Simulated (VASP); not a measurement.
# Al15N15F (a cell with a defect) in VASP: a series of runs, part 2 of 2

VASP 6.6.1. The steps go on from the part before.

## Step 3: Single point, PBE

INCAR reads:

```
SYSTEM = Al15N15F
ALGO     = Normal         ! electronic algorithm
EDIFF    = 1E-6           ! SCF threshold, eV
ENCUT    = 520            ! plane-wave cutoff, eV
GGA      = PE             ! functional
GGA_COMPAT= .FALSE.      
ISIF     = 2              ! what is computed and relaxed
ISMEAR   = -1             ! smearing method
LASPH    = .TRUE.         ! aspherical terms in the spheres
LCHARG   = .TRUE.         ! write CHGCAR
LELF     = .TRUE.         ! ELF
LREAL    = Auto         
LVHAR    = .TRUE.       
LWAVE    = .FALSE.        ! write WAVECAR
NBANDS   = 84             ! bands
NELECT   = 126.0        
NELM     = 120            ! most SCF steps
PREC     = Accurate       ! precision mode
SIGMA    = 0.01           ! smearing width, eV
```

KPOINTS reads:

```
Automatic mesh
0
Gamma
  1 1 1
  0.25 0.25 0.25
```

POSCAR reads:

```
Al15N15F
1.0
    6.2595139128      0.0000000578      0.0000000000
   -3.1297570064      5.4208980350      0.0000000000
    0.0000000000      0.0000000000     10.0348065929
Al F N
15 1 15
Direct
    0.3307873426      0.1719036080      0.2319991474
    0.3293374837      0.1731648855      0.7524936911
    0.1642647888      0.3382092765      0.9990508590
    0.3479881480      0.6835945022      0.2443396041
    0.1743160920      0.8269764458      0.5086000946
    0.3324339688      0.6574344764      0.7515684816
    0.1681996163      0.8350784099      0.9990953050
    0.8188736257      0.1546667608      0.2440321628
    0.6770812614      0.3286130045      0.5085365024
    0.8449301874      0.1698247140      0.7517970870
    0.6673646393      0.3344125626      0.9990744440
    0.8367224152      0.6661399304      0.2457344660
    0.6886310977      0.8140439373      0.5177987940
    0.8394867233      0.6630769536      0.7553484295
    0.6693241298      0.8329744845      0.9956401159
    0.3297574957      0.1722760191      0.4360810268
    0.1626086690      0.3398393553      0.2007888820
    0.3316880220      0.1706887606      0.9453824444
    0.1687960422      0.3334386171      0.6936124050
    0.4292282002      0.8056697617      0.4246414902
    0.1690335661      0.8370952975      0.1905508269
    0.3335309074      0.6713341153      0.9429540815
    0.1743105503      0.8358765331      0.6911823293
    0.6961526468      0.0727855057      0.4239683810
    0.6655531069      0.3339134586      0.1904995752
    0.8308592565      0.1687992351      0.9431039102
    0.6665055861      0.3278634386      0.6911132617
    0.8482104044      0.6545401199      0.4399069011
    0.6743738924      0.8282039734      0.1836411990
    0.8356831367      0.6666593808      0.9412708636
    0.6738919745      0.8282669998      0.6988323210
```

Potentials or basis: VASP PAW PBE potentials, release 64 (Al, F, N).

The run is started by

```console
$ cat potpaw_PBE.64/Al/POTCAR potpaw_PBE.64/F/POTCAR potpaw_PBE.64/N/POTCAR > POTCAR
$ mpirun -np 1 vasp_std > vasp.out
```

OUTCAR:

```text
SYSTEM = Al15N15F
   EDIFF = 1E-6
   ENCUT = 520
   GGA = PE
   ISIF = 2
   ISMEAR = -1
   LASPH = .TRUE.
   LREAL = Auto
   NELECT = 126.0
   NELM = 120
   PREC = Accurate

 ion  position               nearest neighbor table
   1  0.331  0.172  0.232-  17 1.85  25 1.86  21 1.86  16 2.05   3 2.95  11 2.97   7 2.97   8 3.11
                             4 3.11  12 3.13  12 3.13   4 3.15   8 3.15   5 3.35   9 3.35
   2  0.329  0.173  0.752-  19 1.84  27 1.93  23 1.93  18 1.94   6 3.02  10 3.02   3 3.05  11 3.08
                             7 3.08   5 3.09   9 3.09  14 3.13  14 3.13  10 3.24   6 3.24
   3  0.164  0.338  0.999-  22 1.89  26 1.89  18 1.89  17 2.02   1 2.95  10 3.03   6 3.03   2 3.05
                             8 3.09   4 3.09   7 3.10  11 3.10  15 3.13  15 3.13  11 3.16   7 3.16
   4  0.348  0.684  0.244-  29 1.87  21 1.88  17 1.92  20 1.93   8 2.95  15 3.04   7 3.05   3 3.09
                             1 3.11  12 3.12  12 3.15   1 3.15   5 3.16   8 3.31  13 3.32
   5  0.174  0.827  0.509-  23 1.83  20 1.87  28 1.90  16 2.01  13 3.00   6 3.02  14 3.07   2 3.09
                             9 3.12   9 3.14   4 3.16  12 3.21  13 3.26   1 3.35
   6  0.332  0.657  0.752-  19 1.85  22 1.92  23 1.92  31 1.93   5 3.02   2 3.02   3 3.03  13 3.04
                            10 3.05  15 3.06   7 3.10  14 3.10  14 3.16  10 3.21   2 3.24
   7  0.168  0.835  0.999-  22 1.87  30 1.89  18 1.90  21 1.92   1 2.97  14 3.03   4 3.05  12 3.06
                             2 3.08   3 3.10   6 3.10  15 3.12  11 3.13  11 3.13  15 3.14   3 3.16
   8  0.819  0.155  0.244-  29 1.87  25 1.88  17 1.92  24 1.93   4 2.95  15 3.04  11 3.05   3 3.09
                             1 3.11  12 3.12  12 3.15   1 3.15   9 3.16   4 3.31  13 3.32
   9  0.677  0.329  0.509-  27 1.83  24 1.87  28 1.90  16 2.02  13 3.00  10 3.02  14 3.07   2 3.09
                             5 3.12   5 3.14   8 3.16  12 3.21  13 3.26   1 3.35
  10  0.845  0.170  0.752-  19 1.85  26 1.92  27 1.92  31 1.93   9 3.02   2 3.02   3 3.03  13 3.04
                             6 3.05  15 3.05  11 3.10  14 3.10  14 3.16   6 3.21   2 3.24
  11  0.667  0.334  0.999-  26 1.87  30 1.89  18 1.90  25 1.92   1 2.97  14 3.03   8 3.05  12 3.06
                             2 3.08  10 3.10   3 3.10  15 3.11   7 3.13   7 3.13  15 3.15   3 3.16
  12  0.837  0.666  0.246-  29 1.87  25 1.88  21 1.88  28 1.95   7 3.06  11 3.06  15 3.10   4 3.12
                             8 3.12   1 3.13   1 3.13   4 3.15   8 3.15  13 3.17   9 3.21   5 3.21
  13  0.689  0.814  0.518-  31 1.82  20 1.85  24 1.85  28 1.90  14 2.89   5 3.00   9 3.00   6 3.04
                            10 3.04  12 3.17   9 3.26   5 3.26   4 3.32   8 3.32
  14  0.839  0.663  0.755-  30 1.87  31 1.88  23 1.93  27 1.93  13 2.89  11 3.03   7 3.03  15 3.04
                             9 3.07   5 3.07   6 3.10  10 3.10   2 3.13   2 3.13  10 3.16   6 3.16
  15  0.669  0.833  0.996-  30 1.88  29 1.89  26 1.90  22 1.90  14 3.04   8 3.04   4 3.04  10 3.05
[... 237 lines left out ...]
  free energy    TOTEN  =      -233.15735532 eV

  energy without entropy =     -233.15735532  energy(sigma->0) =     -233.15735532

 E-fermi :   6.3655     XC(G=0): -10.5308

 val. band max:        6.0623141721   @ k =   0.5000  -0.2500   0.2500
 cond. band min:       8.5509611456   @ k =  -0.2500  -0.2500   0.2500
 fundamental gap:      2.4886469735
 Fermi energy:         6.3655122102

 k-point     1 :       0.2500    0.2500    0.2500
  band No.  band energies     occupation
      1     -19.2995      2.00000
      2     -10.8599      2.00000
      3      -8.9549      2.00000
      4      -8.7082      2.00000
      5      -8.3145      2.00000
      6      -8.2040      2.00000
[... 457 lines left out ...]
     74      12.2698      0.00000
     75      12.4058      0.00000
 [bands above 75 left out]

------------------------ aborting loop because EDIFF is reached ----------------------------------------

  FORCE on cell =-STRESS in cart. coord.  units (eV):
  Direction    XX          YY          ZZ          XY          YZ          ZX
  --------------------------------------------------------------------------------------
  -------------------------------------------------------------------------------------
  Total       -8.9080110    -14.1500051      0.3570564     -4.5149076     -1.1899669      2.0299828
  in kB      -41.9150964    -66.5803883      1.6800670    -21.2441124     -5.5991825      9.5517308
  external PRESSURE =     -35.6051393 kB  Pullay stress =       0.0000000 kB

 VOLUME and BASIS-vectors are now :
 -----------------------------------------------------------------------------
  energy-cutoff  :      520.00
  volume of cell :      340.50
      direct lattice vectors                 reciprocal lattice vectors
     6.259513913  0.000000058  0.000000000     0.159756813  0.092235641  0.000000000
    -3.129757006  5.420898035  0.000000000    -0.000000002  0.184471279  0.000000000
     0.000000000  0.000000000 10.034806593     0.000000000  0.000000000  0.099653141

 POSITION                                       TOTAL-FORCE (eV/Angst)
 -----------------------------------------------------------------------------------
      1.53255      0.93187      2.32807         0.110613     -0.063191     -0.017542
      1.51953      0.93871      7.55113         0.108205     -0.064567      0.049664
     -0.03030      1.83340     10.02528        -0.116463      0.059987      0.001990
      0.03875      3.70570      2.45190         0.100787     -0.114573     -0.047838
     -1.49710      4.48296      5.10370        -0.116118     -0.018635      0.019869
      0.02326      3.56389      7.54184         0.095298     -0.089462      0.013925
[... 23 lines left out ...]
      3.14449      3.61389      9.44547         0.214888     -0.109591      0.013963
      1.62596      4.48995      7.01265        -0.141063      0.098836     -0.085774
 -----------------------------------------------------------------------------------
    total drift:                                0.003851      0.003870     -0.003562

  FREE ENERGIE OF THE ION-ELECTRON SYSTEM (eV)
  ---------------------------------------------------
  free  energy   TOTEN  =      -233.1573553219 eV

  energy  without entropy=     -233.1573553219  energy(sigma->0) =     -233.15735532
```

stdout:

```text
POSCAR found type information on POSCAR AlF N
 POSCAR found :  3 types and      31 ions
 scaLAPACK will be used
 LDA part: xc-table for (Slater+PW92), standard interpolation
 POSCAR, INCAR and KPOINTS ok, starting setup
 FFT: planning ... GRIDC
 FFT: planning ... GRID_SOFT
 FFT: planning ... GRID
 WAVECAR not read
 entering main loop
 the old and the new charge density differ
 old charge density:   127.00000 new  126.00000
    0.326E+01
```

Wall time 8.1 min (1 thread of Intel Xeon 8259CL, shared host); peak memory 0.47 GiB.

Results:

```
Free energy   : -233.1574 eV
Largest force : 0.263 eV/Å
```

Forces on the atoms (eV/Å):
```
Al   0.111 -0.063 -0.018
Al   0.108 -0.065  0.050
Al  -0.116  0.060  0.002
Al   0.101 -0.115 -0.048
Al  -0.116 -0.019  0.020
Al   0.095 -0.089  0.014
Al  -0.110  0.087 -0.010
Al   0.145 -0.036 -0.055
Al  -0.062  0.084  0.033
Al   0.119 -0.042  0.000
Al  -0.136  0.045 -0.004
Al   0.109 -0.064  0.043
Al   0.132 -0.073  0.067
Al   0.138 -0.097 -0.008
Al  -0.138  0.077  0.028
F    0.055 -0.028 -0.033
N   -0.224  0.138  0.013
N    0.177 -0.099  0.027
N   -0.228  0.126 -0.033
N    0.003 -0.077 -0.076
N   -0.159  0.090  0.025
N    0.198 -0.102 -0.015
N   -0.144  0.065  0.040
N    0.079  0.048  0.020
N   -0.154  0.087  0.024
N    0.204 -0.116 -0.020
N   -0.120  0.109  0.043
N   -0.004  0.011 -0.004
N   -0.136  0.068 -0.051
N    0.215 -0.110  0.014
N   -0.141  0.099 -0.086
```

Levels at points of the mesh, in eV from the Fermi level:
```tsv
k point	band 61	band 62	band 63	band 64	band 65	band 66
(0.25, 0.25, 0.25)	-1.34	-1.25	-0.31	2.19	4.17	4.58
```

Caveat: the k points lie up to 0.58 Å⁻¹ apart; the cell carries a net charge on a neutralising background, which shifts energy and pressure; the cell is charged against a uniform background, so pressure and absolute levels hang on convention.
